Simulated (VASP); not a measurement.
**AlRu: single point with r2SCAN**

AlRu:

```xyz
2
Lattice="2.9832 0.0000 0.0000 0.0000 2.9832 0.0000 0.0000 0.0000 2.9832" Properties=species:S:1:pos:R:3 pbc="T T T"
Al    0.0000    0.0000    0.0000
Ru    1.4916    1.4916    1.4916
```

```yaml
Program: VASP 6.6.1
Task: single point
Functional: r2SCAN
Potentials_or_basis: VASP PAW PBE potentials, release 64 (Al, Ru_pv)
Cutoff: 520 eV
k_mesh: 16 × 16 × 16
Occupations: fermi-dirac, width 0.1 eV
Spin: no spin polarisation
Dipole_correction: no
Further_INCAR_settings: ALGO = Normal; EDIFF = 1e-07; NBANDS = 16
```

```
Pressure : 0.1 GPa
```

Levels at points of the mesh, in eV from the Fermi level:
```csv
k point,band 5,band 6,band 7,band 8,band 9,band 10,band 11,band 12,band 13,band 14
"(0.00, 0.00, 0.00)",-3.75,-3.75,0.15,0.15,0.15,6.54,6.54,6.54,10.35,11.50
"(0.50, 0.00, 0.00)",-5.73,-2.86,-1.73,-1.73,0.42,2.52,7.71,10.35,11.64,11.64
"(0.50, 0.50, 0.00)",-3.20,-1.50,-1.50,-1.28,-1.28,1.73,5.69,6.83,10.35,11.48
"(0.50, 0.50, 0.50)",-4.99,-4.99,1.82,1.82,3.23,4.32,4.32,4.32,9.03,9.03
```

Wall time 8.4 min on 1 thread of AMD EPYC 7R13, on a shared host, peak memory 0.17 GiB.

Caveat: the PAW data sets were made with another functional, which shifts forces and pressure a little.
